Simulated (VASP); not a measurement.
Set up this calculation in VASP 6.6.1, as the native input.

* Task: single point
* Functional: PBE0
* Potentials or basis: VASP PAW PBE potentials, release 64 (In_d)
* Cutoff: 520 eV
* k mesh: 6 × 6 × 6
* Occupations: fermi-dirac, width 0.05 eV
* Spin: no spin polarisation
* Dipole correction: no
* Grid for exact exchange (PRECFOCK): Normal
* Further INCAR settings: ALGO = Normal; EDIFF = 1e-06; NBANDS = 12
* Share of exact exchange: 0.25

Crystal: In.

```
In
1.0
    -1.65735    1.65735    2.52222
     1.65735   -1.65735    2.52222
     1.65735    1.65735   -2.52222
In
1
Direct
  0.00000 0.00000 0.00000
```

The input as run:

POSCAR

```
In
1.0
   -1.6573500545      1.6573500545      2.5222162388
    1.6573500545     -1.6573500545      2.5222162388
    1.6573500545      1.6573500545     -2.5222162388
In
1
Direct
    0.0000000000      0.0000000000      0.0000000000
```

INCAR.step1

```
SYSTEM = In
  ALGO = Normal
  EDIFF = 1E-5
  ENCUT = 520
  GGA = PE
  ISIF = 2
  ISMEAR = -1
  LASPH = .TRUE.
  LCHARG = .FALSE.
  LREAL = .FALSE.
  LWAVE = .TRUE.
  NBANDS = 12
  NELM = 80
  PREC = Accurate
  SIGMA = 0.05
```

INCAR.step2

```
SYSTEM = In
  AEXX = 0.25
  ALGO = Normal
  EDIFF = 1E-6
  ENCUT = 520
  GGA = PE
  ISIF = 2
  ISMEAR = -1
  ISTART = 1
  LASPH = .TRUE.
  LCHARG = .FALSE.
  LHFCALC = .TRUE.
  LREAL = .FALSE.
  LWAVE = .FALSE.
  NBANDS = 12
  NELM = 80
  PREC = Accurate
  PRECFOCK = Normal
  SIGMA = 0.05
```

KPOINTS

```
k-points
0
G
  6 6 6
  0 0 0
```

Potentials or basis: VASP PAW PBE potentials, release 64 (In_d).

Command:

```sh
$ cat potpaw_PBE.64/In_d/POTCAR > POTCAR
$ cp INCAR.step1 INCAR
$ mpirun -np 1 vasp_std > vasp.out
$ cp INCAR.step2 INCAR
$ mpirun -np 1 vasp_std > vasp.out
```

Results of the run:

```yaml
Pressure: -2.1 GPa
Band_gap_on_the_k_mesh: zero (an odd number of electrons rules out a gap without spin polarisation)
```

Caveat: the k points lie up to 0.38 Å⁻¹ apart, too coarse for converged energies and pressures of a metal; the PAW data sets were made with another functional, which shifts forces and pressure a little; spin-orbit coupling is left out, which moves the levels of the heavy elements.

Run time: 56 min on 1 thread of Intel Xeon 8259CL (shared host), peak memory 0.18 GiB.
